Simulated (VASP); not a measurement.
# Zr11Cu2Pt3 (P1) in VASP: single point with PBE

Aim: the single point of Zr11Cu2Pt3 with PBE.

Program: VASP 6.6.1. These are calculated values, not measurements. Logs are shortened: lines on timing, memory, paths and dates and some standing lists are left out, and cuts for length are marked.

## 1. The cell of the first run

The typed cell holds 16 atoms: a = 6.749 Å, b = 6.744 Å, c = 6.883 Å, α = 89.98°, β = 90.02°, γ = 89.99°.

## 2. Single point, PBE

INCAR

```
ALGO = Normal
EDIFF = 1E-6
ENCUT = 520
GGA = PE
ISIF = 2
ISMEAR = 0
ISYM = 0
LASPH = True
LCHARG = True
LELF = True
LREAL = Auto
LVHAR = True
LWAVE = False
NBANDS = 106
NELM = 100
PREC = Accurate
SIGMA = 0.1
```

KPOINTS

```
Automatic mesh
0
Gamma
  2 2 2
  0.5 0.5 0.5
```

POSCAR

```
Zr11Cu2Pt3
1.0
    6.7494778701      0.0006700430     -0.0010136614
    0.0006700430      6.7436849406      0.0011735884
   -0.0010136614      0.0011735884      6.8834114724
Cu Zr Pt
2 11 3
Direct
    0.5000127997      0.9992117383      0.5005132448
    1.0016087044      0.4994986644      0.5002529351
    0.0001582911      0.4992038242      1.0004297884
    1.0011965912      0.9988275373      0.5002668149
    0.2539616155      0.2454211368      0.2463075579
    0.7475984476      0.2465689569      0.2482725493
    0.2541822860      0.7531921438      0.2459344302
    0.2540007871      0.2454661379      0.7543271223
    0.4980469547      0.4992791976      0.5002985929
    0.7473783305      0.7520225898      0.2480135477
    0.7478174566      0.2466823254      0.7520921100
    0.2541724988      0.7530482120      0.7546536969
    0.7474855923      0.7520013560      0.7523921335
    0.9975993402      0.9992902823      0.0003429141
    0.5062044980      1.0001041909      1.0000367030
    0.5008330895      0.4988574150      0.0003109391
```

Potentials or basis: VASP PAW PBE potentials, release 64 (Cu, Zr_sv, Pt).

Launch:

```sh
$ cat potpaw_PBE.64/Cu/POTCAR potpaw_PBE.64/Zr_sv/POTCAR potpaw_PBE.64/Pt/POTCAR > POTCAR
$ mpirun -np 1 vasp_std > vasp.out
```

OUTCAR:

```text
EDIFF = 1E-6
   ENCUT = 520
   GGA = PE
   ISIF = 2
   ISMEAR = 0
   ISYM = 0
   LASPH = True
   LREAL = Auto
   NELM = 100
   PREC = Accurate

 ion  position               nearest neighbor table
   1  0.500  0.999  0.501-   8 2.93  12 2.93  13 2.93   5 2.93   7 2.93  11 2.93  10 2.93   6 2.93

   2  0.002  0.499  0.500-  11 2.97  10 2.98  13 2.98   6 2.98   8 2.98   5 2.98  12 2.98   7 2.98

   3  0.000  0.499  0.000-   6 2.95   5 2.95  11 2.95  10 2.95  13 2.95   7 2.95  12 2.96   8 2.96
                            16 3.37  14 3.37  14 3.37  16 3.38
   4  0.001  0.999  0.500-  13 2.95  10 2.95  12 2.95   6 2.95  11 2.95   7 2.95   5 2.96   8 2.96
                            14 3.44  14 3.44
   5  0.254  0.245  0.246-  15 2.92  16 2.93   1 2.93  14 2.94   9 2.95   3 2.95   4 2.96   2 2.98
                             7 3.32   6 3.33   8 3.39   6 3.42   7 3.42   8 3.50
   6  0.748  0.247  0.248-  15 2.89  14 2.92  16 2.93   1 2.93   3 2.95   4 2.95   9 2.96   2 2.98
                             5 3.33  10 3.34  10 3.41  11 3.42   5 3.42  11 3.47
   7  0.254  0.753  0.246-  15 2.92  16 2.93   1 2.93  14 2.93   9 2.95   4 2.95   3 2.95   2 2.98
                             5 3.32  10 3.33  12 3.38  10 3.42   5 3.42  12 3.50
   8  0.254  0.245  0.754-  15 2.91  16 2.93   1 2.93  14 2.94   9 2.95   3 2.96   4 2.96   2 2.98
                            12 3.32  11 3.33   5 3.39  11 3.42  12 3.42   5 3.50
   9  0.498  0.499  0.500-   8 2.95   7 2.95   5 2.95  12 2.95  11 2.96  13 2.96   6 2.96  10 2.96
                            16 3.44  16 3.44
  10  0.747  0.752  0.248-  15 2.89  14 2.92   1 2.93  16 2.93   4 2.95   3 2.95   9 2.96   2 2.98
                             7 3.33   6 3.34   6 3.41  13 3.41   7 3.42  13 3.47
  11  0.748  0.247  0.752-  15 2.89  14 2.92   1 2.93  16 2.93   3 2.95   4 2.95   9 2.96   2 2.97
                             8 3.33  13 3.34  13 3.41   6 3.42   8 3.42   6 3.47
  12  0.254  0.753  0.755-  15 2.92  16 2.93   1 2.93  14 2.94   9 2.95   4 2.95   3 2.96   2 2.98
                             8 3.32  13 3.33   7 3.38  13 3.42   8 3.42   7 3.50
  13  0.747  0.752  0.752-  15 2.89  14 2.92   1 2.93  16 2.93   4 2.95   3 2.95   9 2.96   2 2.98
                            12 3.33  11 3.34  11 3.41  10 3.41  12 3.42  10 3.47
  14  0.998  0.999  0.000-  10 2.92  11 2.92   6 2.92  13 2.92   7 2.93   5 2.94  12 2.94   8 2.94
                            15 3.32   3 3.37   3 3.37  15 3.43   4 3.44   4 3.44
  15  0.506  0.000  0.000-  11 2.89   6 2.89  10 2.89  13 2.89   8 2.91   5 2.92  12 2.92   7 2.92
                            14 3.32  16 3.36  16 3.38  14 3.43
  16  0.501  0.499  0.000-   8 2.93  12 2.93   5 2.93   7 2.93   6 2.93  10 2.93  11 2.93  13 2.93
                            15 3.36   3 3.37   3 3.38  15 3.38   9 3.44   9 3.44

IMPORTANT INFORMATION: All symmetrisations will be switched off!
NOSYMM: (Re-)initialisation of all symmetry stuff for point group C_1.

----------------------------------------------------------------------------------------

                                     Primitive cell

  volume of cell :     313.3078

[... 112 lines left out ...]
   IALGO  =     38    algorithm
   IMIX   =      4    mixing-type and parameters
     AMIX     =   0.40;   BMIX     =  1.00
     AMIX_MAG =   1.60;   BMIX_MAG =  1.00
  volume/ion in A,a.u.               =      19.58       132.14
  Fermi-wavevector in a.u.,A,eV,Ry     =   1.370957  2.590732 25.572451  1.879522
  Thomas-Fermi vector in A             =   2.496697
   LORBIT       =      0    0 simple, 1 ext, 2 COOP (PROOUT), +10 PAW based schemes
   GGA     = PE    functional components
   LHFCALC =     F    Hartree Fock is set to
   AEXX    =    0.0000 exact exchange contribution
   IVDW    =     0    specifies the selected vdW correction
   LEPSILON=     F    determine dielectric tensor
   LRPA    =     F    only Hartree local field effects (RPA)
 non-spin polarized calculation
 Gauss-broadening in eV      SIGMA  =   0.10
  energy-cutoff  :      520.00
  volume of cell :      313.31
 maximum number of plane-waves:      8437
 NGX is ok and might be reduce to    50
   NGX = 25   NGY = 25   NGZ = 25

 number of electron     183.9999979 magnetization

 Free energy of the ion-electron system (eV)
  ---------------------------------------------------
  ext. energy  EPLUGINS =         0.00000000
  ---------------------------------------------------
  free energy    TOTEN  =      -124.26220866 eV

  energy without entropy =     -124.13061967  energy(sigma->0) =     -124.19641416

 E-fermi :   9.5324     XC(G=0): -11.7206

 val. band max:        9.5022312261   @ k =   0.2500  -0.2500   0.2500
 cond. band min:       9.5696516960   @ k =  -0.2500   0.2500   0.2500
 fundamental gap:      0.0674204699
 Fermi energy:         9.5324438817

 k-point     1 :       0.2500    0.2500    0.2500
  band No.  band energies     occupation
      1     -39.1946      2.00000
      2     -39.1648      2.00000
      3     -39.1611      2.00000
      4     -39.1589      2.00000
      5     -39.1431      2.00000
      6     -39.1425      2.00000
[... 417 lines left out ...]
    103      10.7043      0.00000
    104      10.9948      0.00000
 [bands above 104 left out]

------------------------ aborting loop because EDIFF is reached ----------------------------------------

  FORCE on cell =-STRESS in cart. coord.  units (eV):
  Direction    XX          YY          ZZ          XY          YZ          ZX
  --------------------------------------------------------------------------------------
  -------------------------------------------------------------------------------------
  Total       -0.1024003     -0.1384720      0.3907586     -0.0145687     -0.0300447      0.0184863
  in kB       -0.5236497     -0.7081108      1.9982414     -0.0745008     -0.1536409      0.0945343
  external PRESSURE =       0.2554936 kB  Pullay stress =       0.0000000 kB

 VOLUME and BASIS-vectors are now :
 -----------------------------------------------------------------------------
  energy-cutoff  :      520.00
  volume of cell :      313.31
      direct lattice vectors                 reciprocal lattice vectors
     6.749477870  0.000670043 -0.001013661     0.148159613 -0.000014725  0.000021821
     0.000670043  6.743684941  0.001173588    -0.000014725  0.148286886 -0.000025284
    -0.001013661  0.001173588  6.883411472     0.000021821 -0.000025284  0.145276809

 POSITION                                       TOTAL-FORCE (eV/Angst)
 -----------------------------------------------------------------------------------
      3.37499      6.73929      3.44590         0.011800      0.001463     -0.002158
      0.01069      3.36905      3.44403         0.011596      0.000528     -0.001971
      0.00140      3.36647      0.00354         0.007768      0.001274     -0.001084
      0.00824      6.73637      3.44471        -0.006958     -0.000491      0.000758
      1.71402      1.65550      1.69547         0.003377      0.003193     -0.030148
      5.04581      1.66358      1.70849         0.001434      0.000630     -0.039061
[... 8 lines left out ...]
      3.41662      0.00104     -0.00026        -0.012658     -0.000231     -0.003505
      3.38070      3.36447      0.00222        -0.002244     -0.007233      0.001468
 -----------------------------------------------------------------------------------
    total drift:                               -0.007716     -0.009692      0.004593

  FREE ENERGIE OF THE ION-ELECTRON SYSTEM (eV)
  ---------------------------------------------------
  free  energy   TOTEN  =      -124.2622086591 eV

  energy  without entropy=     -124.1306196671  energy(sigma->0) =     -124.19641416
```

OSZICAR:

```text
N       E                     dE             d eps       ncg     rms          rms(c)
DAV:   1     0.276355084036E+04    0.27636E+04   -0.85822E+04   848   0.189E+03
DAV:   2     0.242231550428E+03   -0.25213E+04   -0.24511E+04   966   0.579E+02
DAV:   3    -0.794548004674E+02   -0.32169E+03   -0.30140E+03  1204   0.191E+02
DAV:   4    -0.130777510911E+03   -0.51323E+02   -0.49548E+02  1584   0.683E+01
[... 13 lines left out ...]
DAV:  18    -0.124262451298E+03    0.34698E-03   -0.98895E-04  1360   0.264E-01    0.122E-01
DAV:  19    -0.124262285751E+03    0.16555E-03   -0.25678E-04  1352   0.196E-01    0.748E-02
DAV:  20    -0.124262212681E+03    0.73071E-04   -0.19176E-04  1232   0.181E-01    0.288E-02
DAV:  21    -0.124262209281E+03    0.33996E-05   -0.81197E-05  1152   0.595E-02    0.118E-02
DAV:  22    -0.124262208659E+03    0.62212E-06   -0.63417E-06   752   0.185E-02
   1 F= -.12426221E+03 E0= -.12419641E+03  d E =-.131589E+00
```

stdout:

```text
POSCAR found type information on POSCAR CuZrPt
 POSCAR found :  3 types and      16 ions
 scaLAPACK will be used
 LDA part: xc-table for (Slater+PW92), standard interpolation
 POSCAR, INCAR and KPOINTS ok, starting setup
 FFT: planning ... GRIDC
 FFT: planning ... GRID_SOFT
 FFT: planning ... GRID
 WAVECAR not read
 entering main loop
```

It took 3.3 min on 1 thread of Intel Xeon 6975P-C (Granite Rapids), shared host; peak memory 0.4 GiB.

Results:

```
Free energy   : -124.2622 eV
Pressure      : 0.0 GPa
Largest force : 0.045 eV/Å
```

Forces on the atoms (eV/Å):
```
Cu   0.012  0.001 -0.002
Cu   0.012  0.001 -0.002
Zr   0.008  0.001 -0.001
Zr  -0.007  0.000  0.001
Zr   0.003  0.003 -0.030
Zr   0.001  0.001 -0.039
Zr   0.000 -0.001 -0.027
Zr   0.001  0.001  0.031
Zr  -0.014  0.002 -0.001
Zr   0.002  0.001 -0.041
Zr  -0.002 -0.002  0.045
Zr   0.000  0.000  0.026
Zr   0.002  0.000  0.044
Pt  -0.004 -0.001 -0.002
Pt  -0.013  0.000 -0.004
Pt  -0.002 -0.007  0.001
```

Levels at points of the mesh, in eV from the Fermi level:
| k point | band 88 | band 89 | band 90 | band 91 | band 92 | band 93 | band 94 | band 95 | band 96 | band 97 |
| --- | --- | --- | --- | --- | --- | --- | --- | --- | --- | --- |
| (0.25, 0.25, 0.25) | -0.51 | -0.38 | -0.26 | -0.13 | -0.03 | 0.04 | 0.10 | 0.29 | 0.40 | 0.53 |

Caveat: the k points lie up to 0.47 Å⁻¹ apart; spin-orbit coupling is left out, which moves the levels of the heavy elements.
